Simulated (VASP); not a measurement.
# BaErO4 (F-43m) in VASP: notebook

Runs on BaErO4. Level: PBE. Tasks: single point, relaxation of cell and atoms.

Everything below comes from runs of VASP 6.6.1. Logs are shortened: lines on timing, memory, paths and dates and some standing lists are left out, and cuts for length are marked.

### Step 1. The cell of the first run

It takes space group F-43m (No. 216, cubic). The conventional cell has a = 6.725 Å, b = 6.725 Å, c = 6.725 Å, α = 90.00°, β = 90.00°, γ = 90.00°. Ba (site symmetry -43m) has 12 O at 2.79 Å and 4 Er at 2.91 Å within 3.7 Å. Er (site symmetry -43m) has 12 O at 2.78 Å and 4 Ba at 2.91 Å within 3.7 Å. Within 3.1 Å of O (site symmetry 3m) lie 6 O at 2.35 to 2.41 Å and 3 Er at 2.78 Å and 3 Ba at 2.79 Å.

The cell was built from a structure type or drawn by symmetry, and may not be a known phase.

### Step 2. Single point, PBE

Input file INCAR:

```
SYSTEM = BaErO4
PREC     = Accurate       ! precision mode
ENCUT    = 600            ! plane-wave cutoff, eV
EDIFF    = 1E-6           ! SCF threshold, eV
ISMEAR   = 0              ! smearing method
SIGMA    = 0.1            ! smearing width, eV
LREAL    = .False.        ! projectors in reciprocal space
LASPH    = .True.         ! aspherical terms in the spheres
NELM     = 200            ! most SCF steps
ALGO     = Normal         ! electronic algorithm
ISIF     = 2              ! what is computed and relaxed
LWAVE    = .False.        ! write WAVECAR
LCHARG   = .True.         ! write CHGCAR
GGA      = PE             ! functional
LELF     = .True.         ! ELF
LVHAR    = .True.       
NBANDS   = 30             ! bands
GGA_COMPAT= .False.      
LMAXMIX  = 6              ! l up to which the mixer works
```

Input file KPOINTS:

```
Automatic mesh
0
Gamma
  10 10 10
  0 0 0
```

Input file POSCAR:

```
BaErO4
1.0
    0.0000000000      3.3623043752      3.3623043752
    3.3623043752      0.0000000000      3.3623043752
    3.3623043752      3.3623043752      0.0000000000
Ba Er O
1 1 4
Direct
    0.7500000000      0.7500000000      0.7500000000
    0.0000000000      0.0000000000      0.0000000000
    0.3734178842      0.3734178842      0.3734178842
    0.8797463473      0.3734178842      0.3734178842
    0.3734178842      0.8797463473      0.3734178842
    0.3734178842      0.3734178842      0.8797463473
```

Potentials or basis: VASP PAW PBE potentials, release 64 (Ba_sv, Er_3, O), 4f in core.

Command:

```console
cat potpaw_PBE.64/Ba_sv/POTCAR potpaw_PBE.64/Er_3/POTCAR potpaw_PBE.64/O/POTCAR > POTCAR
mpirun -np 1 vasp_std > vasp.out
```

OUTCAR:

```text
SYSTEM = BaErO4
   PREC = Accurate
   ENCUT = 600
   EDIFF = 1E-6
   ISMEAR = 0
   LREAL = .False.
   LASPH = .True.
   NELM = 200
   ISIF = 2
   GGA = PE

 ion  position               nearest neighbor table
   1  0.750  0.750  0.750-   5 2.79   6 2.79   4 2.79   6 2.79   4 2.79   5 2.79   3 2.79   3 2.79
                             3 2.79   4 2.79   5 2.79   6 2.79   2 2.91   2 2.91   2 2.91   2 2.91
   2  0.000  0.000  0.000-   4 2.78   5 2.78   6 2.78   3 2.78   3 2.78   3 2.78   4 2.78   4 2.78
                             6 2.78   5 2.78   5 2.78   6 2.78   1 2.91   1 2.91   1 2.91   1 2.91
   3  0.373  0.373  0.373-   2 2.78   2 2.78   2 2.78   1 2.79   1 2.79   1 2.79
   4  0.880  0.373  0.373-   2 2.78   2 2.78   2 2.78   1 2.79   1 2.79   1 2.79
   5  0.373  0.880  0.373-   2 2.78   2 2.78   2 2.78   1 2.79   1 2.79   1 2.79
   6  0.373  0.373  0.880-   2 2.78   2 2.78   2 2.78   1 2.79   1 2.79   1 2.79

  LATTYP: Found a face centered cubic cell.
 ALAT       =     6.7246087504

  Lattice vectors:

 A1 = (   0.0000000000,   3.3623043752,   3.3623043752)
 A2 = (   3.3623043752,   0.0000000000,   3.3623043752)
 A3 = (   3.3623043752,   3.3623043752,   0.0000000000)

Analysis of symmetry for initial positions (statically):
=====================================================================
 Subroutine PRICEL returns:
 Original cell was already a primitive cell.

 Routine SETGRP: Setting up the symmetry group for a
 face centered cubic supercell.

 Subroutine GETGRP returns: Found 24 space group operations
 (whereof 24 operations were pure point group operations)
 out of a pool of 48 trial point group operations.

The static configuration has the point symmetry T_d .

Analysis of symmetry for dynamics (positions and initial velocities):
=====================================================================
 Subroutine PRICEL returns:
 Original cell was already a primitive cell.

 Routine SETGRP: Setting up the symmetry group for a
 face centered cubic supercell.

 Subroutine GETGRP returns: Found 24 space group operations
 (whereof 24 operations were pure point group operations)
 out of a pool of 48 trial point group operations.

The dynamic configuration has the point symmetry T_d .

 Subroutine INISYM returns: Found 24 space group operations
 (whereof 24 operations are pure point group operations),
 and found     1 'primitive' translations

----------------------------------------------------------------------------------------

                                     Primitive cell

  volume of cell :      76.0223

  direct lattice vectors                    reciprocal lattice vectors
     0.000000000  3.362304375  3.362304375    -0.148707536  0.148707536  0.148707536
     3.362304375  0.000000000  3.362304375     0.148707536 -0.148707536  0.148707536
     3.362304375  3.362304375  0.000000000     0.148707536  0.148707536 -0.148707536

  length of vectors
     4.755016448  4.755016448  4.755016448     0.257569008  0.257569008  0.257569008

  position of ions in fractional coordinates (direct lattice)
     0.750000000  0.750000000  0.750000000
     0.000000000  0.000000000  0.000000000
     0.373417884  0.373417884  0.373417884
     0.879746347  0.373417884  0.373417884
     0.373417884  0.879746347  0.373417884
     0.373417884  0.373417884  0.879746347

  ion indices of the primitive-cell ions
   primitive index   ion index
                 1           1
                 2           2
                 3           3
                 4           4
                 5           5
                 6           6

----------------------------------------------------------------------------------------

 KPOINTS: Automatic mesh

Automatic generation of k-mesh.
 Grid dimensions read from file:
 generate k-points for:   10   10   10

 Generating k-lattice:

  Cartesian coordinates                     Fractional coordinates (reciprocal lattice)
    -0.014870754  0.014870754  0.014870754     0.100000000  0.000000000  0.000000000
     0.014870754 -0.014870754  0.014870754     0.000000000  0.100000000  0.000000000
     0.014870754  0.014870754 -0.014870754     0.000000000  0.000000000  0.100000000

  Length of vectors
     0.025756901  0.025756901  0.025756901

  Shift w.r.t. Gamma in fractional coordinates (k-lattice)
     0.000000000  0.000000000  0.000000000

 Subroutine IBZKPT returns following result:
 ===========================================

 Found     47 irreducible k-points:

 Following reciprocal coordinates:
            Coordinates               Weight
  0.000000  0.000000  0.000000      1.000000
  0.100000  0.000000  0.000000      8.000000
  0.200000  0.000000  0.000000      8.000000
  0.300000  0.000000  0.000000      8.000000
  0.400000  0.000000  0.000000      8.000000
  0.500000  0.000000  0.000000      4.000000
[... 16 lines left out ...]
  0.300000  0.300000  0.000000      6.000000
  0.400000  0.300000  0.000000     24.000000
 [... further k-points ...]
   k-points           NKPTS =     47   k-points in BZ     NKDIM =     47   number of bands    NBANDS=     30
   number of dos      NEDOS =    301   number of ions     NIONS =      6
   total plane-waves  NPLWV =  64000
   dimension x,y,z NGX =    40 NGY =   40 NGZ =   40
   dimension x,y,z NGXF=    80 NGYF=   80 NGZF=   80
   ions per type =               1   1   4
   NGX,Y,Z   is equivalent  to a cutoff of  13.98, 13.98, 13.98 a.u.
   NGXF,Y,Z  is equivalent  to a cutoff of  27.97, 27.97, 27.97 a.u.
 SYSTEM =  BaErO4
   PREC   = accura    normal or accurate (medium, high low for compatibility)
   ISTART =      0    job   : 0-new  1-cont  2-samecut
   ICHARG =      2    charge: 1-file 2-atom 10-const
   ISPIN  =      1    spin polarized calculation?
   LNONCOLLINEAR =      F non collinear calculations
   LSORBIT =      F    spin-orbit coupling
   LASPH  =      T    aspherical Exc in radial PAW
   ENCUT  =  600.0 eV  44.10 Ry    6.64 a.u.   9.50  9.50  9.50*2*pi/ulx,y,z
   NELM   =    200;   NELMIN=  2; NELMDL= -5     # of ELM steps
   EDIFF  = 0.1E-05   stopping-criterion for ELM
   LREAL  =      F    real-space projection
   EDIFFG = 0.1E-04   stopping-criterion for IOM
   NSW    =      0    number of steps for IOM
   IBRION =     -1    ionic relax: 0-MD 1-quasi-New 2-CG
   NFREE  =      0    steps in history (QN), initial steepest desc. (CG)
   ISIF   =      2    stress and relaxation
   ISYM   =      2    0-nonsym 1-usesym 2-fastsym
   POTIM  = 0.5000    time-step for ionic-motion
   TEBEG  =    0.0;   TEEND  =   0.0 temperature during run
   PSTRESS=    0.0 pullay stress
   NELECT =      43.0000    total number of electrons
   NUPDOWN=      -1.0000    fix difference up-down
   EMIN   =  10.00;   EMAX   =-10.00  energy-range for DOS
   EFERMI =   0.00;   METHOD = LEGACY
   ISMEAR =     0;   SIGMA  =   0.10  broadening in eV -4-tet -1-fermi 0-gaus
   EFERMI_NEDOS =   21; number of points for ismear=-14 and -15
   IALGO  =     38    algorithm
   IMIX   =      4    mixing-type and parameters
     AMIX     =   0.40;   BMIX     =  1.00
     AMIX_MAG =   1.60;   BMIX_MAG =  1.00
  volume/ion in A,a.u.               =      12.67        85.50
  Fermi-wavevector in a.u.,A,eV,Ry     =   1.353892  2.558485 24.939792  1.833023
  Thomas-Fermi vector in A             =   2.481109
   LORBIT       =      0    0 simple, 1 ext, 2 COOP (PROOUT), +10 PAW based schemes
   GGA     = PE    functional components
   LHFCALC =     F    Hartree Fock is set to
   AEXX    =    0.0000 exact exchange contribution
   IVDW    =     0    specifies the selected vdW correction
   LEPSILON=     F    determine dielectric tensor
   LRPA    =     F    only Hartree local field effects (RPA)
 non-spin polarized calculation
 Gauss-broadening in eV      SIGMA  =   0.10
  energy-cutoff  :      600.00
  volume of cell :       76.02
 maximum number of plane-waves:      2637
 NGX is ok and might be reduce to    40
   NGX = 19   NGY = 19   NGZ = 19

 number of electron      42.9999996 magnetization

 Free energy of the ion-electron system (eV)
  ---------------------------------------------------
  ext. energy  EPLUGINS =         0.00000000
  ---------------------------------------------------
  free energy    TOTEN  =       -29.33373335 eV

  energy without entropy =      -29.30579700  energy(sigma->0) =      -29.31976518

 E-fermi :   4.7717     XC(G=0): -11.5514

 val. band max:        4.7600351050   @ k =  -0.3000   0.2000   0.0000
 cond. band min:       4.7962874533   @ k =  -0.4000   0.5000   0.1000
 fundamental gap:      0.0362523483
 Fermi energy:         4.7716767088

 k-point     1 :       0.0000    0.0000    0.0000
  band No.  band energies     occupation
      1     -23.1151      2.00000
      2     -21.7876      2.00000
      3     -21.7876      2.00000
      4     -21.7876      2.00000
      5     -14.1173      2.00000
      6     -11.8231      2.00000
[... 22 lines left out ...]
     29       8.6308      0.00000
     30      12.0267      0.00000

 k-point     2 :       0.1000    0.0000    0.0000
  band No.  band energies     occupation
      1     -23.1383      2.00000
      2     -21.7887      2.00000
      3     -21.7887      2.00000
      4     -21.7582      2.00000
      5     -14.1127      2.00000
      6     -11.8958      2.00000
[... 22 lines left out ...]
     29       8.6017      0.00000
     30      11.6601      0.00000

 k-point     3 :       0.2000    0.0000    0.0000
  band No.  band energies     occupation
      1     -23.1943      2.00000
      2     -21.7914      2.00000
      3     -21.7914      2.00000
      4     -21.6869      2.00000
      5     -14.0910      2.00000
      6     -12.0768      2.00000
[... 682 lines left out ...]
     29       9.2210      0.00000
     30      10.8369      0.00000

 k-point    24 :       0.4000    0.3000    0.0000
  band No.  band energies     occupation
      1     -23.3256      2.00000
      2     -21.8162      2.00000
      3     -21.8116      2.00000
      4     -21.4857      2.00000
      5     -13.8287      2.00000
      6     -12.7337      2.00000
[... 22 lines left out ...]
     29       9.0868      0.00000
     30      10.6734      0.00000

 [... further k-points ...]

------------------------ aborting loop because EDIFF is reached ----------------------------------------

  FORCE on cell =-STRESS in cart. coord.  units (eV):
  Direction    XX          YY          ZZ          XY          YZ          ZX
  --------------------------------------------------------------------------------------
  -------------------------------------------------------------------------------------
  Total        0.8749353      0.8749353      0.8749353      0.0000000      0.0000000     -0.0000000
  in kB       18.4393432     18.4393432     18.4393432      0.0000000      0.0000000     -0.0000000
  external PRESSURE =      18.4393432 kB  Pullay stress =       0.0000000 kB

 VOLUME and BASIS-vectors are now :
 -----------------------------------------------------------------------------
  energy-cutoff  :      600.00
  volume of cell :       76.02
      direct lattice vectors                 reciprocal lattice vectors
     0.000000000  3.362304375  3.362304375    -0.148707536  0.148707536  0.148707536
     3.362304375  0.000000000  3.362304375     0.148707536 -0.148707536  0.148707536
     3.362304375  3.362304375  0.000000000     0.148707536  0.148707536 -0.148707536

 POSITION                                       TOTAL-FORCE (eV/Angst)
 -----------------------------------------------------------------------------------
      5.04346      5.04346      5.04346         0.000000      0.000000      0.000000
      0.00000      0.00000      0.00000         0.000000      0.000000      0.000000
      2.51109      2.51109      2.51109        -0.021518     -0.021518     -0.021518
      2.51109      4.21352      4.21352        -0.021518      0.021518      0.021518
      4.21352      2.51109      4.21352         0.021518     -0.021518      0.021518
      4.21352      4.21352      2.51109         0.021518      0.021518     -0.021518
 -----------------------------------------------------------------------------------
    total drift:                                0.000000      0.000000      0.000000

  FREE ENERGIE OF THE ION-ELECTRON SYSTEM (eV)
  ---------------------------------------------------
  free  energy   TOTEN  =       -29.3337333475 eV

  energy  without entropy=      -29.3057970040  energy(sigma->0) =      -29.31976518
```

Wall time 70 s (1 thread of Intel Xeon 6975P-C (Granite Rapids), shared host); peak memory 0.32 GiB.

What came out:

| Item | Value |
| --- | --- |
| Free energy | -29.3337 eV |
| Pressure | 1.8 GPa |
| Largest force | 0.037 eV/Å |
| Band gap on the k mesh | zero (an odd number of electrons rules out a gap without spin polarisation) |

Forces in eV/Å, atoms in the order of the input:
```
Ba   0.000  0.000  0.000
Er   0.000  0.000  0.000
O   -0.022 -0.022 -0.022
O   -0.022  0.022  0.022
O    0.022 -0.022  0.022
O    0.022  0.022 -0.022
```

Caveat: spin-orbit coupling is left out, which moves the levels of the heavy elements; the 4f electrons are frozen in the core, so they carry no moment and show no levels; an odd number of electrons without spin polarisation forces a metal; a magnetic or distorted state may lie lower; the run has no spin polarisation, though such a crystal can be magnetic.

### Step 3. Relaxation of cell and atoms, PBE

This run uses another cell than the first one, of 12.71 Å³/atom.

Input file INCAR:

```
SYSTEM = BaErO4
PREC     = Accurate       ! precision mode
ENCUT    = 600            ! plane-wave cutoff, eV
EDIFF    = 1E-7           ! SCF threshold, eV
ISMEAR   = 0              ! smearing method
SIGMA    = 0.1            ! smearing width, eV
LREAL    = .False.        ! projectors in reciprocal space
LASPH    = .True.         ! aspherical terms in the spheres
NELM     = 200            ! most SCF steps
ALGO     = Normal         ! electronic algorithm
ISIF     = 3              ! what is computed and relaxed
LWAVE    = .False.        ! write WAVECAR
LCHARG   = .False.        ! write CHGCAR
GGA      = PE             ! functional
IBRION   = 2              ! ionic algorithm
NSW      = 100            ! ionic steps
EDIFFG   = -0.01          ! ionic threshold
GGA_COMPAT= .False.      
NELMIN   = 4            
LMAXMIX  = 6              ! l up to which the mixer works
```

Input file KPOINTS:

```
regular mesh
0
Gamma
  10 10 10
  0 0 0
```

Input file POSCAR:

```
BaErO4
1.0
    0.0000000000      3.3654962179      3.3654962179
    3.3654962179      0.0000000000      3.3654962179
    3.3654962179      3.3654962179      0.0000000000
Ba Er O
1 1 4
Direct
    0.7500000000      0.7500000000      0.7500000000
    0.0000000000      0.0000000000      0.0000000000
    0.3732370574      0.3732370574      0.3732370574
    0.8802888278      0.3732370574      0.3732370574
    0.3732370574      0.8802888278      0.3732370574
    0.3732370574      0.3732370574      0.8802888278
```

Potentials or basis: VASP PAW PBE potentials, release 64 (Ba_sv, Er_3, O), 4f in core.

Command:

```console
cat potpaw_PBE.64/Ba_sv/POTCAR potpaw_PBE.64/Er_3/POTCAR potpaw_PBE.64/O/POTCAR > POTCAR
mpirun -np 1 vasp_std > vasp.out
```

Wall time 2.3 min (1 thread of Intel Xeon 6975P-C (Granite Rapids), shared host); peak memory 0.32 GiB.

The run converged. Its results:

```yaml
Free_energy: -29.3411 eV
Relaxed_volume: 12.87 Å³/atom
Relaxed_cell: a = 4.780 Å, b = 4.780 Å, c = 4.780 Å, α = 60.00°, β = 60.00°, γ = 60.00°
Space_group_after_relaxing_to_0.1_Å: F-43m (No. 216)
Energy_gained_by_relaxing: 0.8 meV/atom
Ionic_steps: 3
Pressure_after_relaxing: 0.0 GPa
Band_gap_on_the_k_mesh: zero (an odd number of electrons rules out a gap without spin polarisation)
```

Step by step:
| step | energy change (eV) | largest force (eV/Å) | pressure (GPa) | volume (Å³) |
| --- | --- | --- | --- | --- |
| 1 | 0.0000 | 0.0021 | 1.50 | 76.24 |
| 2 | -0.0041 | 0.0016 | -0.46 | 77.56 |
| 3 | -0.0046 | 0.0008 | 0.00 | 77.24 |

Final structure:
```xyz
6
Lattice="0.0000 3.3801 3.3801 3.3801 0.0000 3.3801 3.3801 3.3801 0.0000" Properties=species:S:1:pos:R:3 pbc="T T T"
Ba    5.0701    5.0701    5.0701
Er    0.0000    0.0000    0.0000
O     2.5232    2.5232    2.5232
O     2.5232    4.2370    4.2370
O     4.2370    2.5232    4.2370
O     4.2370    4.2370    2.5232
```

Levels at points of the mesh, in eV from the Fermi level:
| k point | band 17 | band 18 | band 19 | band 20 | band 21 | band 22 | band 23 | band 24 | band 25 |
| --- | --- | --- | --- | --- | --- | --- | --- | --- | --- |
| (0.00, 0.00, 0.00) | -4.44 | -0.63 | -0.63 | -0.63 | 0.48 | 0.48 | 0.48 | 2.32 | 2.32 |
| (0.50, 0.00, 0.00) | -3.16 | -2.45 | -2.45 | -1.94 | -0.59 | 0.24 | 0.24 | 1.15 | 2.71 |
| (0.50, 0.50, 0.00) | -2.96 | -2.65 | -2.36 | -2.24 | -2.24 | 0.16 | 0.16 | 1.71 | 1.71 |

Caveat: spin-orbit coupling is left out, which moves the levels of the heavy elements; the 4f electrons are frozen in the core, so they carry no moment and show no levels; an odd number of electrons without spin polarisation forces a metal; a magnetic or distorted state may lie lower; the run has no spin polarisation, though such a crystal can be magnetic.
